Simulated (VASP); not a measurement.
A run of VASP 6.6.1 is set up as follows.

File INCAR:

```
SYSTEM = CdIn3
ALGO     = Normal         ! electronic algorithm
EDIFF    = 1E-6           ! SCF threshold, eV
ENCUT    = 520            ! plane-wave cutoff, eV
GGA      = CA             ! functional
ISIF     = 2              ! what is computed and relaxed
ISMEAR   = 0              ! smearing method
LASPH    = .TRUE.         ! aspherical terms in the spheres
LCHARG   = .FALSE.        ! write CHGCAR
LREAL    = .FALSE.        ! projectors in reciprocal space
LWAVE    = .FALSE.        ! write WAVECAR
NBANDS   = 34             ! bands
NELM     = 100            ! most SCF steps
PREC     = Accurate       ! precision mode
SIGMA    = 0.05           ! smearing width, eV
```

File KPOINTS:

```
k-points
0
G
  5 5 5
  0 0 0
```

POSCAR

```
CdIn3
1.0
    5.2687120000      0.0000000000      0.0000000000
    2.6343560000      4.5628384372      0.0000000000
    2.6343560000      1.5209461457      4.3018853339
Cd In
1 3
Direct
    0.0000000000      0.0000000000      0.0000000000
    0.2500000000      0.2500000000      0.2500000000
    0.7500000000      0.7500000000      0.7500000000
    0.5000000000      0.5000000000      0.5000000000
```

Potentials or basis: VASP PAW LDA potentials, release 64 (Cd, In_d).

The run is started by

```sh
$ cat potpaw_LDA.64/Cd/POTCAR potpaw_LDA.64/In_d/POTCAR > POTCAR
$ mpirun -np 1 vasp_std > vasp.out
```

Problem. What does it give for the pressure?

Solution. -3.1 GPa.

Problem. Predict the band gap on the k mesh.

Solution. Zero (an odd number of electrons rules out a gap without spin polarisation).

Caveat: the cell stands under tension; spin-orbit coupling is left out, which moves the levels of the heavy elements.
